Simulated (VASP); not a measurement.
A run of VASP 6.6.1 is set up as follows.

POSCAR

```
PdPt3Se8
1.0
    7.5009941822      0.0000000000      0.0000000000
   -3.7504970911      6.4960515154      0.0000000000
    0.0000000000      0.0000000000      6.2823573000
Pd Pt Se
1 3 8
Direct
    0.0000000000      0.0000000000      0.0000000000
    0.0000000000      0.5000000000      0.0000000000
    0.5000000000      0.5000000000      0.0000000000
    0.5000000000      0.0000000000      0.0000000000
    0.3333333333      0.6666666667      0.7916960000
    0.3342070000      0.1671035000      0.7921000000
    0.8328965000      0.6657930000      0.7921000000
    0.8328965000      0.1671035000      0.7921000000
    0.1671035000      0.8328965000      0.2079000000
    0.1671035000      0.3342070000      0.2079000000
    0.6657930000      0.8328965000      0.2079000000
    0.6666666667      0.3333333333      0.2083040000
```

Contents of INCAR.step1:

```
PREC = Accurate ; ENCUT = 520
ISMEAR = 0 ; SIGMA = 0.02
LREAL = F ; LASPH = T
NELM = 80 ; NBANDS = 56
GGA = PE ; ALGO = Normal
EDIFF = 1E-4 ; LWAVE = T
LCHARG = F
```

File INCAR.step2:

```
PREC = Accurate ; ENCUT = 520
EDIFF = 1E-7 ; ISMEAR = 0
SIGMA = 0.02 ; LREAL = F
LASPH = T ; NELM = 80
ALGO = Normal ; ISIF = 2
LWAVE = F ; LCHARG = F
METAGGA = R2SCAN ; LMIXTAU = T
NBANDS = 56 ; ISTART = 1
```

The input KPOINTS:

```
regular mesh
0
Gamma
  6 6 6
```

Potentials or basis: VASP PAW PBE potentials, release 64 (Pd, Pt, Se).

Run with:

```sh
$ cat potpaw_PBE.64/Pd/POTCAR potpaw_PBE.64/Pt/POTCAR potpaw_PBE.64/Se/POTCAR > POTCAR
$ cp INCAR.step1 INCAR
$ mpirun -np 1 vasp_std > vasp.out
$ cp INCAR.step2 INCAR
$ mpirun -np 1 vasp_std > vasp.out
```

Question: Estimate the pressure.

Answer: -2.0 GPa.

Question: What does it give for the largest force?

Answer: 0.116 eV/Å.

Question: What does it give for the band gap on the k mesh?

Answer: 0.61 eV (least direct gap 0.90 eV).

Forces in eV/Å, atoms in the order of the input:
```
Pd   0.000  0.000  0.000
Pt   0.000  0.000  0.000
Pt   0.000  0.000  0.000
Pt   0.000  0.000  0.000
Se   0.000  0.000  0.116
Se   0.026  0.015  0.101
Se   0.000 -0.030  0.101
Se  -0.026  0.015  0.101
Se   0.026 -0.015 -0.101
Se   0.000  0.030 -0.101
Se  -0.026 -0.015 -0.101
Se   0.000  0.000 -0.116
```

Caveat: the PAW data sets were made with another functional, which shifts forces and pressure a little; spin-orbit coupling is left out, which moves the levels of the heavy elements. A k mesh can miss the band edges.
